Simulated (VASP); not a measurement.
# InAs (de600) (F-43m) in VASP: vibrations by perturbation theory with LDA

Aim: the vibrations by perturbation theory of InAs (de600) with LDA.

Everything below comes from runs of VASP 6.6.1. Logs are shortened: lines on timing, memory, paths and dates and some standing lists are left out, and cuts for length are marked.

## Step 1: The cell of the first run

The structure is cubic, space group F-43m (No. 216). Conventional cell: a = 6.026 Å, b = 6.026 Å, c = 6.026 Å, α = 90.00°, β = 90.00°, γ = 90.00°. Within 3.4 Å of In (site symmetry -43m) lie 4 As at 2.61 Å. As (site symmetry -43m) has 4 In at 2.61 Å within 3.4 Å.

## Step 2: Vibrations by perturbation theory, LDA

INCAR reads:

```
SYSTEM = InAs
PREC = Accurate ; ENCUT = 520
EDIFF = 1E-8 ; ISMEAR = -1
SIGMA = 0.15 ; LREAL = .False.
LASPH = .True. ; NELM = 80
ALGO = Normal ; ISIF = 2
LWAVE = .False. ; LCHARG = .True.
GGA = CA ; NBANDS = 16
IBRION = 8 ; NSW = 1
```

KPOINTS reads:

```
Automatic mesh
0
Gamma
  12 12 12
  0 0 0
```

POSCAR reads:

```
InAs
1.0
    0.0000000000      3.0132019748      3.0132019748
    3.0132019748      0.0000000000      3.0132019748
    3.0132019748      3.0132019748      0.0000000000
In As
1 1
Direct
    0.2500000000      0.2500000000      0.2500000000
    0.0000000000      0.0000000000      0.0000000000
```

Potentials or basis: VASP PAW LDA potentials, release 64 (In_d, As).

Command:

```bash
$ cat potpaw_LDA.64/In_d/POTCAR potpaw_LDA.64/As/POTCAR > POTCAR
$ mpirun -np 1 vasp_std > vasp.out
```

OUTCAR:

```text
SYSTEM = InAs
   PREC = Accurate
   ENCUT = 520
   EDIFF = 1E-8
   ISMEAR = -1
   LREAL = .False.
   LASPH = .True.
   NELM = 80
   ISIF = 2
   GGA = CA
   IBRION = 8
   NSW = 1

 ion  position               nearest neighbor table
   1  0.250  0.250  0.250-   2 2.61   2 2.61   2 2.61   2 2.61
   2  0.000  0.000  0.000-   1 2.61   1 2.61   1 2.61   1 2.61

  LATTYP: Found a face centered cubic cell.
 ALAT       =     6.0264039496

  Lattice vectors:

 A1 = (   0.0000000000,   3.0132019748,   3.0132019748)
 A2 = (   3.0132019748,   0.0000000000,   3.0132019748)
 A3 = (   3.0132019748,   3.0132019748,   0.0000000000)

Analysis of symmetry for initial positions (statically):
=====================================================================
 Subroutine PRICEL returns:
 Original cell was already a primitive cell.

 Routine SETGRP: Setting up the symmetry group for a
 face centered cubic supercell.

 Subroutine GETGRP returns: Found 24 space group operations
 (whereof 24 operations were pure point group operations)
 out of a pool of 48 trial point group operations.

The static configuration has the point symmetry T_d .

Analysis of symmetry for dynamics (positions and initial velocities):
=====================================================================
 Subroutine PRICEL returns:
 Original cell was already a primitive cell.

 Routine SETGRP: Setting up the symmetry group for a
 face centered cubic supercell.

 Subroutine GETGRP returns: Found 24 space group operations
 (whereof 24 operations were pure point group operations)
 out of a pool of 48 trial point group operations.

The dynamic configuration has the point symmetry T_d .

 Subroutine INISYM returns: Found 24 space group operations
 (whereof 24 operations are pure point group operations),
 and found     1 'primitive' translations

----------------------------------------------------------------------------------------

                                     Primitive cell

  volume of cell :      54.7160

  direct lattice vectors                    reciprocal lattice vectors
     0.000000000  3.013201975  3.013201975    -0.165936437  0.165936437  0.165936437
     3.013201975  0.000000000  3.013201975     0.165936437 -0.165936437  0.165936437
     3.013201975  3.013201975  0.000000000     0.165936437  0.165936437 -0.165936437

  length of vectors
     4.261311099  4.261311099  4.261311099     0.287410340  0.287410340  0.287410340

  position of ions in fractional coordinates (direct lattice)
     0.250000000  0.250000000  0.250000000
     0.000000000  0.000000000  0.000000000

  ion indices of the primitive-cell ions
   primitive index   ion index
                 1           1
                 2           2

----------------------------------------------------------------------------------------

 KPOINTS: Automatic mesh

Automatic generation of k-mesh.
 Grid dimensions read from file:
 generate k-points for:   12   12   12

 Generating k-lattice:

  Cartesian coordinates                     Fractional coordinates (reciprocal lattice)
    -0.013828036  0.013828036  0.013828036     0.083333333  0.000000000  0.000000000
     0.013828036 -0.013828036  0.013828036     0.000000000  0.083333333  0.000000000
     0.013828036  0.013828036 -0.013828036     0.000000000  0.000000000  0.083333333

  Length of vectors
     0.023950862  0.023950862  0.023950862

  Shift w.r.t. Gamma in fractional coordinates (k-lattice)
     0.000000000  0.000000000  0.000000000

 Subroutine IBZKPT returns following result:
 ===========================================

 Found     72 irreducible k-points:

 Following reciprocal coordinates:
            Coordinates               Weight
  0.000000  0.000000  0.000000      1.000000
  0.083333  0.000000  0.000000      8.000000
  0.166667  0.000000  0.000000      8.000000
  0.250000  0.000000  0.000000      8.000000
  0.333333  0.000000  0.000000      8.000000
  0.416667  0.000000  0.000000      8.000000
[... 16 lines left out ...]
  0.500000  0.166667  0.000000     24.000000
 -0.416667  0.166667  0.000000     24.000000
 [... further k-points ...]
   k-points           NKPTS =     72   k-points in BZ     NKDIM =     72   number of bands    NBANDS=     16
   number of dos      NEDOS =    301   number of ions     NIONS =      2
   total plane-waves  NPLWV =  32768
   dimension x,y,z NGX =    32 NGY =   32 NGZ =   32
   dimension x,y,z NGXF=    64 NGYF=   64 NGZF=   64
   ions per type =               1   1
   NGX,Y,Z   is equivalent  to a cutoff of  12.48, 12.48, 12.48 a.u.
   NGXF,Y,Z  is equivalent  to a cutoff of  24.97, 24.97, 24.97 a.u.
 SYSTEM =  InAs
   PREC   = accura    normal or accurate (medium, high low for compatibility)
   ISTART =      0    job   : 0-new  1-cont  2-samecut
   ICHARG =      2    charge: 1-file 2-atom 10-const
   ISPIN  =      1    spin polarized calculation?
   LNONCOLLINEAR =      F non collinear calculations
   LSORBIT =      F    spin-orbit coupling
   LASPH  =      T    aspherical Exc in radial PAW
   ENCUT  =  520.0 eV  38.22 Ry    6.18 a.u.   7.92  7.92  7.92*2*pi/ulx,y,z
   NELM   =     80;   NELMIN=  2; NELMDL= -5     # of ELM steps
   EDIFF  = 0.1E-07   stopping-criterion for ELM
   LREAL  =      F    real-space projection
   EDIFFG = 0.1E-06   stopping-criterion for IOM
   NSW    =      1    number of steps for IOM
   IBRION =      8    ionic relax: 0-MD 1-quasi-New 2-CG
   NFREE  =      0    steps in history (QN), initial steepest desc. (CG)
   ISIF   =      2    stress and relaxation
   ISYM   =      2    0-nonsym 1-usesym 2-fastsym
   POTIM  = 0.5000    time-step for ionic-motion
   TEBEG  =    0.0;   TEEND  =   0.0 temperature during run
   PSTRESS=    0.0 pullay stress
   NELECT =      18.0000    total number of electrons
   NUPDOWN=      -1.0000    fix difference up-down
   EMIN   =  10.00;   EMAX   =-10.00  energy-range for DOS
   EFERMI =   0.00;   METHOD = LEGACY
   ISMEAR =    -1;   SIGMA  =   0.15  broadening in eV -4-tet -1-fermi 0-gaus
   EFERMI_NEDOS =   21; number of points for ismear=-14 and -15
   IALGO  =     38    algorithm
   IMIX   =      4    mixing-type and parameters
     AMIX     =   0.40;   BMIX     =  1.00
     AMIX_MAG =   1.60;   BMIX_MAG =  1.00
  volume/ion in A,a.u.               =      27.36       184.62
  Fermi-wavevector in a.u.,A,eV,Ry     =   1.130127  2.135631 17.377198  1.277188
  Thomas-Fermi vector in A             =   2.266823
   LORBIT       =      0    0 simple, 1 ext, 2 COOP (PROOUT), +10 PAW based schemes
   GGA     = CA    functional components
   LHFCALC =     F    Hartree Fock is set to
   AEXX    =    0.0000 exact exchange contribution
   IVDW    =     0    specifies the selected vdW correction
   LEPSILON=     F    determine dielectric tensor
   LRPA    =     F    only Hartree local field effects (RPA)
 non-spin polarized calculation
  energy-cutoff  :      520.00
  volume of cell :       54.72
 maximum number of plane-waves:      1488
   NGX = 15   NGY = 15   NGZ = 15

--------------------------------------- Ionic step        1  -------------------------------------------

 number of electron      17.9999992 magnetization

 Free energy of the ion-electron system (eV)
  ---------------------------------------------------
  ext. energy  EPLUGINS =         0.00000000
  ---------------------------------------------------
  free energy    TOTEN  =        -9.03083857 eV

  energy without entropy =       -9.02747688  energy(sigma->0) =       -9.02915773

 E-fermi :   4.8091     XC(G=0):  -9.4564

 val. band max:        4.4420865902   @ k =   0.0000   0.0000   0.0000
 cond. band min:       5.1848820323   @ k =   0.0833   0.0000   0.0000
 fundamental gap:      0.7427954421
 Fermi energy:         4.8091431069

 k-point     1 :       0.0000    0.0000    0.0000
  band No.  band energies     occupation
      1      -9.9352      2.00000
      2      -9.9352      2.00000
      3      -9.9352      2.00000
      4      -9.8022      2.00000
      5      -9.8022      2.00000
      6      -7.5390      2.00000
[... 433 lines left out ...]
      3      -9.8891      2.00000
      4      -9.8018      2.00000
      5      -9.7959      2.00000
      6      -5.8724      2.00000
[... 8 lines left out ...]
     15      14.1210      0.00000
     16      14.4955      0.00000

 [... further k-points ...]

------------------------ aborting loop because EDIFF is reached ----------------------------------------

  FORCE on cell =-STRESS in cart. coord.  units (eV):
  Direction    XX          YY          ZZ          XY          YZ          ZX
  --------------------------------------------------------------------------------------
  -------------------------------------------------------------------------------------
  Total        0.0534945      0.0534945      0.0534945      0.0000000      0.0000000      0.0000000
  in kB        1.5664072      1.5664072      1.5664072      0.0000000      0.0000000      0.0000000
  external PRESSURE =       1.5664072 kB  Pullay stress =       0.0000000 kB

 VOLUME and BASIS-vectors are now :
 -----------------------------------------------------------------------------
  energy-cutoff  :      520.00
  volume of cell :       54.72
      direct lattice vectors                 reciprocal lattice vectors
     0.000000000  3.013201975  3.013201975    -0.165936437  0.165936437  0.165936437
     3.013201975  0.000000000  3.013201975     0.165936437 -0.165936437  0.165936437
     3.013201975  3.013201975  0.000000000     0.165936437  0.165936437 -0.165936437

 POSITION                                       TOTAL-FORCE (eV/Angst)
 -----------------------------------------------------------------------------------
      1.50660      1.50660      1.50660         0.000000      0.000000      0.000000
      0.00000      0.00000      0.00000        -0.000000     -0.000000     -0.000000
 -----------------------------------------------------------------------------------
    total drift:                                0.000000      0.000000      0.000000

  FREE ENERGIE OF THE ION-ELECTRON SYSTEM (eV)
  ---------------------------------------------------
  free  energy   TOTEN  =        -9.0308385724 eV

  energy  without entropy=       -9.0274768810  energy(sigma->0) =       -9.02915773

[... ionic steps 2 to 3 ...]

--------------------------------------- Ionic step        4  -------------------------------------------

------------------------ aborting loop because EDIFF is reached ----------------------------------------

[... ionic steps 5 to 6 ...]

--------------------------------------- Ionic step        7  -------------------------------------------

 Free energy of the ion-electron system (eV)
  ---------------------------------------------------
  ---------------------------------------------------
  free energy    TOTEN  =        -0.04615784 eV

  energy without entropy =       -0.04615784

------------------------ aborting loop because EDIFF is reached ----------------------------------------

 INTERNAL STRAIN TENSOR  FOR ION    2  DIRECTION 1   (eV/Angst):
 -----------------------------------------------------------------------------
    -0.00181  0.00000  0.00000
     0.00000  0.00188  7.81854
     0.00000  7.81854  0.00188

 INTERNAL STRAIN TENSOR FOR ION    2 for displacements in x,y,z  (eV/Angst):
          X           Y           Z          XY          YZ          ZX
  --------------------------------------------------------------------------------
  x     0.00000     0.00000     0.00000     0.00000     7.81854     0.00000
  y     0.00000     0.00000     0.00000     0.00000     0.00000     7.81854
  z     0.00000     0.00000     0.00000     7.81854     0.00000     0.00000

 SECOND DERIVATIVES (NOT SYMMETRIZED)
 ------------------------------------
               1X          1Y          1Z          2X          2Y          2Z
  1X    -7.706623    0.000000    0.000000    7.706623    0.000000    0.000000
  1Y     0.000000   -7.706623    0.000000    0.000000    7.706623    0.000000
  1Z     0.000000    0.000000   -7.706623    0.000000    0.000000    7.706623
  2X     7.752297    0.000000    0.000000   -7.752297    0.000000    0.000000
  2Y     0.000000    7.752297    0.000000    0.000000   -7.752297    0.000000
  2Z     0.000000    0.000000    7.752297    0.000000    0.000000   -7.752297

 Eigenvectors and eigenvalues of the dynamical matrix
 ----------------------------------------------------

   1 f  =    6.456972 THz    40.570351 2PiTHz  215.381401 cm-1    26.703878 meV
             X         Y         Z           dx          dy          dz
      1.506601  1.506601  1.506601    -0.627257    0.000000    0.000000
      0.000000  0.000000  0.000000     0.778812    0.000000    0.000000
[... 21 lines left out ...]
   6 f/i=    0.009320 THz     0.058557 2PiTHz    0.310872 cm-1     0.038543 meV
             X         Y         Z           dx          dy          dz
      1.506601  1.506601  1.506601     0.000000    0.554609   -0.546770
      0.000000  0.000000  0.000000     0.000000    0.446683   -0.440370

--------------------------------------------------------------------------------------------------------

 ELASTIC MODULI CONTR FROM IONIC RELAXATION (kBar)
 Direction    XX          YY          ZZ          XY          YZ          ZX
 --------------------------------------------------------------------------------
 XX          -0.0000     -0.0000      0.0000     -0.0000      0.0000     -0.0000
 YY          -0.0000     -0.0000     -0.0000     -0.0000     -0.0000     -0.0000
 ZZ           0.0000     -0.0000     -0.0000      0.0000     -0.0000     -0.0000
 XY          -0.0000     -0.0000      0.0000   -228.4580      0.0000      0.0000
 YZ           0.0000     -0.0000     -0.0000      0.0000   -228.4580      0.0000
 ZX          -0.0000     -0.0000     -0.0000      0.0000      0.0000   -228.4580
 --------------------------------------------------------------------------------
```

Wall time 7.3 min (1 thread of Intel Xeon 6975P-C, shared host); peak memory 0.6 GiB.

Results:

```yaml
Highest_phonon_frequency_at_Γ_LO-TO_splitting_left_out: 215 cm⁻¹
```

Phonon frequencies in cm⁻¹ (negative: imaginary):
| q point | frequencies |
| --- | --- |
| (0.000, 0.000, 0.000) | 0 0 0 215 215 215 |

Caveat: spin-orbit coupling is left out, which moves the levels of the heavy elements.
